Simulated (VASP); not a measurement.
# BaTiO3 (Pm) in VASP: single point with PBE+U

Aim: the single point of BaTiO3 with PBE+U.

Program: VASP 6.6.1. These are calculated values, not measurements. Logs are shortened: lines on timing, memory, paths and dates and some standing lists are left out, and cuts for length are marked.

## (1) The cell of the first run

The structure is monoclinic, space group Pm (No. 6). The conventional cell has a = 4.072 Å, b = 4.008 Å, c = 4.072 Å, α = 90.00°, β = 90.25°, γ = 90.00°. Within 3.6 Å of Ba (site symmetry m) lie 12 O at 2.65 to 3.10 Å and 8 Ti at 3.46 to 3.57 Å. Within 2.5 Å of Ti (site symmetry m) lie 6 O at 1.89 to 2.19 Å. O (site symmetry m) has 2 Ti at 2.02 Å and 6 O at 2.62 to 2.90 Å and 2 Ba at 2.65 to 2.77 Å within 2.9 Å. O (site symmetry m) has 2 Ti at 1.89 to 2.19 Å within 2.5 Å. O (site symmetry m) has 2 Ti at 1.89 to 2.19 Å within 2.5 Å.

## (2) Single point, PBE+U

File INCAR:

```
SYSTEM = BaTiO3
ALGO     = Normal         ! electronic algorithm
EDIFF    = 1E-6           ! SCF threshold, eV
ENCUT    = 520            ! plane-wave cutoff, eV
GGA      = PE             ! functional
ISIF     = 2              ! what is computed and relaxed
ISMEAR   = 0              ! smearing method
ISYM     = 0            
LASPH    = .TRUE.         ! aspherical terms in the spheres
LCHARG   = .FALSE.        ! write CHGCAR
LDAU     = .TRUE.         ! DFT+U
LDAUJ    = 0 0 0        
LDAUL    = -1 2 -1        ! shell
LDAUPRINT= 1            
LDAUTYPE = 2            
LDAUU    = 0 4 0          ! U, eV
LMAXMIX  = 4              ! l up to which the mixer works
LREAL    = .FALSE.        ! projectors in reciprocal space
LWAVE    = .FALSE.        ! write WAVECAR
NBANDS   = 28             ! bands
NELM     = 150            ! most SCF steps
PREC     = Accurate       ! precision mode
SIGMA    = 0.05           ! smearing width, eV
```

File KPOINTS:

```
Automatic mesh
0
Gamma
  6 6 6
  0.5 0.5 0.5
```

File POSCAR:

```
BaTiO3
1.0
    4.0082193262      0.0000000000      0.0000000000
    0.0000000000      2.8732815214      2.8859185184
    0.0000000000     -2.8732815214      2.8859185184
Ba Ti O
1 1 3
Direct
    0.0000000000      0.0080772002      0.0080772002
    0.5000000000      0.5197092998      0.5197092998
    0.0000000000      0.4914553668      0.5697630434
    0.5000000000      0.4938075461      0.9829991384
    0.5000000000      0.9829991384      0.4938075461
```

Potentials or basis: VASP PAW PBE potentials, release 64 (Ba_sv, Ti_sv, O).

Run with:

```
cat potpaw_PBE.64/Ba_sv/POTCAR potpaw_PBE.64/Ti_sv/POTCAR potpaw_PBE.64/O/POTCAR > POTCAR
mpirun -np 1 vasp_std > vasp.out
```

OUTCAR:

```text
SYSTEM = BaTiO3
   EDIFF = 1E-6
   ENCUT = 520
   GGA = PE
   ISIF = 2
   ISMEAR = 0
   ISYM = 0
   LASPH = .TRUE.
   LREAL = .FALSE.
   NELM = 150
   PREC = Accurate

 ion  position               nearest neighbor table
   1  0.000  0.008  0.008-   3 2.65   3 2.77   5 2.82   4 2.82   4 2.82   5 2.82   5 2.90   4 2.90
                             5 2.90   4 2.90   3 3.02   3 3.10   2 3.46   2 3.46   2 3.50   2 3.50
   2  0.500  0.520  0.520-   4 1.89   5 1.89   3 2.02   3 2.02   5 2.19   4 2.19   1 3.46   1 3.46
                             1 3.50   1 3.50   1 3.50   1 3.50   1 3.57   1 3.57
   3  0.000  0.491  0.570-   2 2.02   2 2.02   1 2.65   1 2.77   1 3.02   1 3.10
   4  0.500  0.494  0.983-   2 1.89   2 2.19   1 2.82   1 2.82   1 2.90   1 2.90
   5  0.500  0.983  0.494-   2 1.89   2 2.19   1 2.82   1 2.82   1 2.90   1 2.90

IMPORTANT INFORMATION: All symmetrisations will be switched off!
NOSYMM: (Re-)initialisation of all symmetry stuff for point group C_1.

----------------------------------------------------------------------------------------

                                     Primitive cell

  volume of cell :      66.4728

  direct lattice vectors                    reciprocal lattice vectors
     4.008219326  0.000000000  0.000000000     0.249487346  0.000000000  0.000000000
     0.000000000  2.873281521  2.885918518     0.000000000  0.174017059  0.173255065
     0.000000000 -2.873281521  2.885918518     0.000000000 -0.174017059  0.173255065

  length of vectors
     4.008219326  4.072379206  4.072379206     0.249487346  0.245559065  0.245559065

  position of ions in fractional coordinates (direct lattice)
     0.000000000  0.008077200  0.008077200
     0.500000000  0.519709300  0.519709300
     0.000000000  0.491455367  0.569763043
     0.500000000  0.493807546  0.982999138
     0.500000000  0.982999138  0.493807546

  ion indices of the primitive-cell ions
   primitive index   ion index
                 1           1
                 2           2
                 3           3
                 4           4
                 5           5

----------------------------------------------------------------------------------------

 KPOINTS: Automatic mesh

Automatic generation of k-mesh.
 Grid dimensions read from file:
 generate k-points for:    6    6    6

 Generating k-lattice:

  Cartesian coordinates                     Fractional coordinates (reciprocal lattice)
     0.041581224  0.000000000  0.000000000     0.166666667  0.000000000  0.000000000
     0.000000000  0.029002843  0.028875844     0.000000000  0.166666667  0.000000000
     0.000000000 -0.029002843  0.028875844     0.000000000  0.000000000  0.166666667

  Length of vectors
     0.041581224  0.040926511  0.040926511

  Shift w.r.t. Gamma in fractional coordinates (k-lattice)
     0.500000000  0.500000000  0.500000000

 Subroutine IBZKPT returns following result:
 ===========================================

 Found    108 irreducible k-points:

 Following reciprocal coordinates:
            Coordinates               Weight
  0.083333  0.083333  0.083333      2.000000
  0.083333 -0.083333 -0.083333      2.000000
  0.250000  0.083333  0.083333      2.000000
  0.250000 -0.083333 -0.083333      2.000000
  0.416667  0.083333  0.083333      2.000000
  0.416667 -0.083333 -0.083333      2.000000
[... 16 lines left out ...]
  0.250000  0.416667  0.083333      2.000000
  0.250000 -0.416667 -0.083333      2.000000
 [... further k-points ...]
   k-points           NKPTS =    108   k-points in BZ     NKDIM =    108   number of bands    NBANDS=     28
   number of dos      NEDOS =    301   number of ions     NIONS =      5
   total plane-waves  NPLWV =  27000
   dimension x,y,z NGX =    30 NGY =   30 NGZ =   30
   dimension x,y,z NGXF=    60 NGYF=   60 NGZF=   60
   ions per type =               1   1   3
   NGX,Y,Z   is equivalent  to a cutoff of  12.44, 12.25, 12.25 a.u.
   NGXF,Y,Z  is equivalent  to a cutoff of  24.89, 24.49, 24.49 a.u.
 SYSTEM =  BaTiO3
   PREC   = accura    normal or accurate (medium, high low for compatibility)
   ISTART =      0    job   : 0-new  1-cont  2-samecut
   ICHARG =      2    charge: 1-file 2-atom 10-const
   ISPIN  =      1    spin polarized calculation?
   LNONCOLLINEAR =      F non collinear calculations
   LSORBIT =      F    spin-orbit coupling
   LASPH  =      T    aspherical Exc in radial PAW
   ENCUT  =  520.0 eV  38.22 Ry    6.18 a.u.   7.45  7.57  7.57*2*pi/ulx,y,z
   NELM   =    150;   NELMIN=  2; NELMDL= -5     # of ELM steps
   EDIFF  = 0.1E-05   stopping-criterion for ELM
   LREAL  =      F    real-space projection
   EDIFFG = 0.1E-04   stopping-criterion for IOM
   NSW    =      0    number of steps for IOM
   IBRION =     -1    ionic relax: 0-MD 1-quasi-New 2-CG
   NFREE  =      0    steps in history (QN), initial steepest desc. (CG)
   ISIF   =      2    stress and relaxation
   ISYM   =      0    0-nonsym 1-usesym 2-fastsym
   POTIM  = 0.5000    time-step for ionic-motion
   TEBEG  =    0.0;   TEEND  =   0.0 temperature during run
   PSTRESS=    0.0 pullay stress
   NELECT =      40.0000    total number of electrons
   NUPDOWN=      -1.0000    fix difference up-down
   EMIN   =  10.00;   EMAX   =-10.00  energy-range for DOS
   EFERMI =   0.00;   METHOD = LEGACY
   ISMEAR =     0;   SIGMA  =   0.05  broadening in eV -4-tet -1-fermi 0-gaus
   EFERMI_NEDOS =   21; number of points for ismear=-14 and -15
   IALGO  =     38    algorithm
   IMIX   =      4    mixing-type and parameters
     AMIX     =   0.40;   BMIX     =  1.00
     AMIX_MAG =   1.60;   BMIX_MAG =  1.00
  volume/ion in A,a.u.               =      13.29        89.72
  Fermi-wavevector in a.u.,A,eV,Ry     =   1.382124  2.611835 25.990747  1.910266
  Thomas-Fermi vector in A             =   2.506844
   LORBIT       =      0    0 simple, 1 ext, 2 COOP (PROOUT), +10 PAW based schemes
 LDA+U is selected, type is set to LDAUTYPE =  2
   angular momentum for each species LDAUL =    -1    2   -1
   U (eV)           for each species LDAUU =   0.0  4.0  0.0
   J (eV)           for each species LDAUJ =   0.0  0.0  0.0
   GGA     = PE    functional components
   LHFCALC =     F    Hartree Fock is set to
   AEXX    =    0.0000 exact exchange contribution
   IVDW    =     0    specifies the selected vdW correction
   LEPSILON=     F    determine dielectric tensor
   LRPA    =     F    only Hartree local field effects (RPA)
 non-spin polarized calculation
 Gauss-broadening in eV      SIGMA  =   0.05
  energy-cutoff  :      520.00
  volume of cell :       66.47
 maximum number of plane-waves:      1807
 NGX is ok and might be reduce to    30
   NGX = 15   NGY = 15   NGZ = 15

atom =   2  type =  2  l = 2

 onsite density matrix

spin component  1

  0.1066  0.0000 -0.0000  0.0036 -0.0000
  0.0000  0.2435 -0.0016 -0.0000  0.0009
 -0.0000 -0.0016  0.1394  0.0000 -0.0493
  0.0036 -0.0000  0.0000  0.1011  0.0000
 -0.0000  0.0009 -0.0493  0.0000  0.2133

spin component  2

  0.1066  0.0000 -0.0000  0.0036 -0.0000
  0.0000  0.2435 -0.0016 -0.0000  0.0009
 -0.0000 -0.0016  0.1394  0.0000 -0.0493
  0.0036 -0.0000  0.0000  0.1011  0.0000
 -0.0000  0.0009 -0.0493  0.0000  0.2133

 occupancies and eigenvectors

  o =  0.0993  v =  0.4435 -0.0000  0.0000 -0.8963  0.0000  0.0000  0.0000  0.0000  0.0000  0.0000      0.0000  0.0000  0.0000  0.0000  0.0000  0.0000  0.0000  0.0000  0.0000  0.0000
  o =  0.0993  v =  0.0000  0.0000  0.0000  0.0000  0.0000  0.4435 -0.0000  0.0000 -0.8963  0.0000      0.0000  0.0000  0.0000  0.0000  0.0000  0.0000  0.0000  0.0000  0.0000  0.0000
  o =  0.1084  v =  0.0000  0.0000  0.0000  0.0000  0.0000  0.8963 -0.0000  0.0000  0.4435  0.0000      0.0000  0.0000  0.0000  0.0000  0.0000  0.0000  0.0000  0.0000  0.0000  0.0000
  o =  0.1084  v =  0.8963 -0.0000  0.0000  0.4435  0.0000  0.0000  0.0000  0.0000  0.0000  0.0000      0.0000  0.0000  0.0000  0.0000  0.0000  0.0000  0.0000  0.0000  0.0000  0.0000
  o =  0.1148  v =  0.0000 -0.0079 -0.8944 -0.0000 -0.4472  0.0000  0.0000  0.0000  0.0000  0.0000      0.0000  0.0000  0.0000  0.0000  0.0000  0.0000  0.0000  0.0000  0.0000  0.0000
  o =  0.1148  v =  0.0000  0.0000  0.0000  0.0000  0.0000  0.0000 -0.0079 -0.8944 -0.0000 -0.4472      0.0000  0.0000  0.0000  0.0000  0.0000  0.0000  0.0000  0.0000  0.0000  0.0000
  o =  0.2375  v = -0.0000 -0.2531 -0.4308  0.0000  0.8662  0.0000  0.0000  0.0000  0.0000  0.0000      0.0000  0.0000  0.0000  0.0000  0.0000  0.0000  0.0000  0.0000  0.0000  0.0000
  o =  0.2375  v =  0.0000  0.0000  0.0000  0.0000  0.0000 -0.0000 -0.2531 -0.4308  0.0000  0.8662      0.0000  0.0000  0.0000  0.0000  0.0000  0.0000  0.0000  0.0000  0.0000  0.0000
  o =  0.2439  v =  0.0000  0.0000  0.0000  0.0000  0.0000  0.0000  0.9674 -0.1200  0.0000  0.2230      0.0000  0.0000  0.0000  0.0000  0.0000  0.0000  0.0000  0.0000  0.0000  0.0000
  o =  0.2439  v =  0.0000  0.9674 -0.1200  0.0000  0.2230  0.0000  0.0000  0.0000  0.0000  0.0000      0.0000  0.0000  0.0000  0.0000  0.0000  0.0000  0.0000  0.0000  0.0000  0.0000

 number of electron      39.9999989 magnetization

 Free energy of the ion-electron system (eV)
  ---------------------------------------------------
  ext. energy  EPLUGINS =         0.00000000
  ---------------------------------------------------
  free energy    TOTEN  =       -37.04127795 eV

  energy without entropy =      -37.04127795  energy(sigma->0) =      -37.04127795

 E-fermi :   3.9925     XC(G=0): -11.0592

 val. band max:        3.7091563052   @ k =  -0.4167  -0.2500  -0.4167
 cond. band min:       6.2300373256   @ k =   0.0833   0.0833  -0.0833
 fundamental gap:      2.5208810205
 Fermi energy:         3.9925247258

 k-point     1 :       0.0833    0.0833    0.0833
  band No.  band energies     occupation
      1     -53.9903      2.00000
      2     -30.1872      2.00000
      3     -30.1709      2.00000
      4     -30.1414      2.00000
      5     -21.1873      2.00000
      6     -13.1713      2.00000
[... 20 lines left out ...]
     27       9.2691      0.00000
     28      10.8778      0.00000

 k-point     2 :       0.0833   -0.0833   -0.0833
  band No.  band energies     occupation
      1     -53.9903      2.00000
      2     -30.1872      2.00000
      3     -30.1709      2.00000
      4     -30.1414      2.00000
      5     -21.1873      2.00000
      6     -13.1713      2.00000
[... 674 lines left out ...]
 k-point    24 :       0.2500   -0.4167   -0.0833
  band No.  band energies     occupation
      1     -53.9893      2.00000
      2     -30.2077      2.00000
      3     -30.1781      2.00000
      4     -30.1579      2.00000
      5     -21.0727      2.00000
      6     -13.0726      2.00000
[... 20 lines left out ...]
     27      11.7153      0.00000
     28      12.0871      0.00000

 [... further k-points ...]
[... 5 lines left out ...]
  --------------------------------------------------------------------------------------
  -------------------------------------------------------------------------------------
  Total        1.9059823      2.0200150      1.2608229      0.0000002     -0.0606236     -0.0000007
  in kB       45.9394426     48.6879465     30.3893174      0.0000042     -1.4611954     -0.0000175
  external PRESSURE =      41.6722355 kB  Pullay stress =       0.0000000 kB

 VOLUME and BASIS-vectors are now :
 -----------------------------------------------------------------------------
  energy-cutoff  :      520.00
  volume of cell :       66.47
      direct lattice vectors                 reciprocal lattice vectors
     4.008219326  0.000000000  0.000000000     0.249487346  0.000000000  0.000000000
     0.000000000  2.873281521  2.885918518     0.000000000  0.174017059  0.173255065
     0.000000000 -2.873281521  2.885918518     0.000000000 -0.174017059  0.173255065

 POSITION                                       TOTAL-FORCE (eV/Angst)
 -----------------------------------------------------------------------------------
      0.00000      0.00000      0.04662        -0.000001     -0.180117      0.051927
      2.00411      0.00000      2.99968         0.000003     -0.299550     -0.303767
      0.00000     -0.22500      3.06259         0.000002      1.259397     -1.150035
      2.00411     -1.40559      4.26194        -0.000002     -1.206202      1.209718
      2.00411      1.40559      4.26194        -0.000002      0.426473      0.192156
 -----------------------------------------------------------------------------------
    total drift:                                0.000006     -0.000115     -0.000636

  FREE ENERGIE OF THE ION-ELECTRON SYSTEM (eV)
  ---------------------------------------------------
  free  energy   TOTEN  =       -37.0412779542 eV

  energy  without entropy=      -37.0412779542  energy(sigma->0) =      -37.04127795
```

Wall time 2.3 min (1 thread of AMD EPYC 7R13 (Zen 3), shared host); peak memory 0.29 GiB.

Results:

* Free energy: -37.0413 eV
* Pressure: 4.2 GPa
* Largest force: 1.708 eV/Å
* Band gap on the k mesh: 2.52 eV (least direct gap 2.89 eV)

Forces in eV/Å, atoms in the order of the input:
```
Ba   0.000 -0.180  0.052
Ti   0.000 -0.300 -0.304
O    0.000  1.259 -1.150
O    0.000 -1.206  1.210
O    0.000  0.426  0.192
```

Stress tensor (GPa, compression positive):
```
 4.59  0.00  0.00
 0.00  4.87 -0.15
 0.00 -0.15  3.04
```

Levels at points of the mesh, in eV from the valence-band top:
```
           k point  band 17  band 18  band 19  band 20  band 21  band 22  band 23  band 24
(0.08, 0.08, 0.08)    -1.09    -0.85    -0.56    -0.37     2.53     2.80     2.84     4.26
```

Eigenvalues of the final occupation matrices:
```csv
site,spin,trace,eigenvalues
site 2 d,1,0.80,0.10 0.11 0.11 0.24 0.24
site 2 d,2,0.80,0.10 0.11 0.11 0.24 0.24
```

Caveat: the cell stands under pressure; spin-orbit coupling is left out, which moves the levels of the heavy elements; a shifted mesh leaves out Γ, where band edges can lie; forces of over 1 eV/Å act on the atoms, so gaps and moduli don't describe the material at rest.
